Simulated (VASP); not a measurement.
Wanted: the native input for a VASP 6.6.1 run.

| Property | Result |
| --- | --- |
| Task | single point |
| Functional | PBE |
| Potentials or basis | VASP PAW PBE potentials, release 64 (Pt) |
| Cutoff | 520 eV |
| k mesh | 16 × 16 × 16 |
| Occupations | fermi-dirac, width 0.025 eV |
| Spin | no spin polarisation |
| Dipole correction | no |
| Further INCAR settings | ALGO = Normal; EDIFF = 1e-06; NBANDS = 11 |

The structure of Pt lies in POSCAR:

```
Pt
1.0
    0.0000000000      1.9609000000      1.9609000000
    1.9609000000      0.0000000000      1.9609000000
    1.9609000000      1.9609000000      0.0000000000
Pt
1
Direct
    0.0000000000      0.0000000000      0.0000000000
```

These files were run (other wordings do the same):

INCAR

```
  PREC = Accurate
  ENCUT = 520
  EDIFF = 1E-6
  ISMEAR = -1
  SIGMA = 0.025
  LREAL = False
  LASPH = True
  NELM = 80
  ALGO = Normal
  ISIF = 2
  LWAVE = False
  LCHARG = False
  GGA = PE
  NBANDS = 11
```

KPOINTS

```
Automatic mesh
0
Gamma
  16 16 16
```

Potentials or basis: VASP PAW PBE potentials, release 64 (Pt).

Launch:

```bash
$ cat potpaw_PBE.64/Pt/POTCAR > POTCAR
$ mpirun -np 1 vasp_std > vasp.out
```

It gave:

```json
{
 "Pressure": "9.4 GPa",
 "Band gap on the k mesh": "zero (band 5 reaches 11.76 eV, above the bottom of band 6 at 9.53 eV)"
}
```

Caveat: spin-orbit coupling is left out, which moves the levels of the heavy elements.

Run time: 30 s on 1 thread of AMD EPYC 7R13 (shared host), peak memory 0.16 GiB.
